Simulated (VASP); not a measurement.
Input of a VASP 6.6.1 run:

INCAR

```
  ALGO = Normal
  EDIFF = 1E-6
  ENCUT = 520
  GGA = PE
  ISIF = 2
  ISMEAR = 0
  IVDW = 12
  LASPH = True
  LCHARG = True
  LELF = True
  LREAL = False
  LVHAR = True
  LWAVE = False
  NBANDS = 11
  NELM = 60
  PREC = Accurate
  SIGMA = 0.05
```

Contents of KPOINTS:

```
k-points
0
Gamma
  15 15 15
```

The input POSCAR:

```
C
1.0
    1.2324809262      0.7115731945      3.3609366220
   -1.2324809262      0.7115731945      3.3609366220
    0.0000000000     -1.4231463891      3.3609366220
C
2
Direct
    0.1642799222      0.1642799222      0.1853599743
    0.8357200778      0.8357200778      0.8146400257
```

Potentials or basis: VASP PAW PBE potentials, release 64 (C).

Launch:

```bash
$ cat potpaw_PBE.64/C/POTCAR > POTCAR
$ mpirun -np 1 vasp_std > vasp.out
```

Task: What does it give for the dispersion energy per atom?

Result: -0.156 eV.

Task: Estimate the largest force.

Result: 3.712 eV/Å.

Stress tensor (GPa, compression positive):
```
-3.26  0.00  0.00
 0.00  9.41  2.91
 0.00  2.91 -1.12
```

Caveat: the cell differs from its parent crystal (mode 4 frozen in at +0.048 Å and mode 6 at -0.030 Å (largest displacements)); forces of over 1 eV/Å act on the atoms, so gaps and moduli don't describe the material at rest.
